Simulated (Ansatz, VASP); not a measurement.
# One calculation of AlRu, two programs

File POSCAR:

```
AlRu
1.0
    2.9709909553      0.0000000000      0.0000000000
    0.0000000000      2.9709909553      0.0000000000
    0.0000000000      0.0000000000      2.9709909553
Al Ru
1 1
Direct
    0.0000000000      0.0000000000      0.0000000000
    0.5000000000      0.5000000000      0.5000000000
```

The input INCAR.step1:

```
PREC = Accurate
ENCUT = 600
ISMEAR = 0
SIGMA = 0.1
LREAL = F
LASPH = T
NELM = 60
GGA = PE
ALGO = Normal
EDIFF = 1E-4
LWAVE = T
LCHARG = F
```

File INCAR.step2:

```
PREC = Accurate
ENCUT = 600
EDIFF = 1E-7
ISMEAR = 0
SIGMA = 0.1
LREAL = F
LASPH = T
NELM = 60
ALGO = Normal
ISIF = 3
LWAVE = F
LCHARG = F
METAGGA = R2SCAN
LMIXTAU = T
IBRION = 2
NSW = 80
EDIFFG = -0.01
ISTART = 1
```

File KPOINTS:

```
Automatic mesh
0
Gamma
  14 14 14
```

Input for Ansatz:

```yaml
crystal:
  lattice:
    - [2.9709909553, 0.0, 0.0]
    - [0.0, 2.9709909553, 0.0]
    - [0.0, 0.0, 2.9709909553]
  atoms:
    - { symbol: Al, position: [0.0, 0.0, 0.0] }
    - { symbol: Ru, position: [0.5, 0.5, 0.5] }
basis:
  ecutwfc: 500
kpoints:
  mp_grid: { grid: [14, 14, 14] }
hamiltonian:
  xc: r2scan
scf:
  occupations: { method: gaussian, width: 0.1 }
output:
  forces: true
  stress: true
  eigenvalues: true
relax:
  adjacent_minimum: "off"
  f_tol: 0.01
  max_steps: 60
  cell: { stress_tol: 0.1 }
```

Alike in both runs: task relaxation of cell and atoms; functional r2SCAN; k mesh 14 × 14 × 14; occupations gaussian, width 0.1 eV; no spin polarisation.

|  | VASP | Ansatz |
| --- | --- | --- |
| version | VASP 6.6.1 | Ansatz 0.2.0 |
| potentials or method | VASP PAW PBE potentials, release 64 (Al, Ru_pv), cutoff 600 eV | scalar-relativistic, plane waves, PAW |
| valence electrons in the cell | 17 | 19 |

VASP gave:

```
gap on the k mesh at the Fermi level, each at its own relaxed structure (eV) : none
relaxed volume (Å³/atom)                                                     : 13.28
relaxed cell length with the largest relative difference (Å)                 : 2.983
```

Estimate Ansatz's values.

gap on the k mesh at the Fermi level, each at its own relaxed structure (eV): none; relaxed volume (Å³/atom): 13.27; relaxed cell length with the largest relative difference (Å): 2.983.

VASP's potentials were made for PBE, not for r2SCAN. A gap of «none» marks a metal or a gap that the smearing closes. VASP's potentials hold 17 valence electrons a cell and Ansatz's 19, so a difference there can come from the potentials and not from the codes.
